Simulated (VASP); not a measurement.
Here is a VASP 6.6.1 calculation.

INCAR

```
  PREC = Accurate
  ENCUT = 520
  EDIFF = 1E-7
  ISMEAR = -1
  SIGMA = 0.05
  LREAL = False
  LASPH = True
  NELM = 150
  ALGO = Normal
  ISIF = 2
  LWAVE = False
  LCHARG = False
  ISPIN = 2
  MAGMOM = 1 1 1 1 0 0 0 0
  LORBIT = 11
  LMAXMIX = 4
  GGA = RE
  NBANDS = 42
```

File KPOINTS:

```
Automatic mesh
0
Gamma
  5 8 5
```

Contents of POSCAR:

```
SiNi
1.0
    5.1534495827      0.0000000000      0.0000000000
    0.0000000000      3.4151346369      0.0000000000
    0.0000000000      0.0000000000      5.6365816694
Ni Si
4 4
Direct
    0.9916126473      0.7500000000      0.8111802014
    0.5083873527      0.2500000000      0.3111802014
    0.4916126473      0.7500000000      0.6888197986
    0.0083873527      0.2500000000      0.1888197986
    0.6786144938      0.2500000000      0.9147085891
    0.8213855062      0.7500000000      0.4147085891
    0.1786144938      0.2500000000      0.5852914109
    0.3213855062      0.7500000000      0.0852914109
```

Potentials or basis: VASP PAW PBE potentials, release 64 (Ni, Si).

The run is started by

```bash
$ cat potpaw_PBE.64/Ni/POTCAR potpaw_PBE.64/Si/POTCAR > POTCAR
$ mpirun -np 1 vasp_std > vasp.out
```

(1) Estimate the largest force.

(2) What does it give for the band gap on the k mesh?

(3) Predict the net moment.

Results:

(1) 0.011 eV/Å.

(2) zero (filled and empty bands overlap).

(3) 0.00 μB per cell.

Caveat: the PAW data sets were made with another functional, which shifts forces and pressure a little.
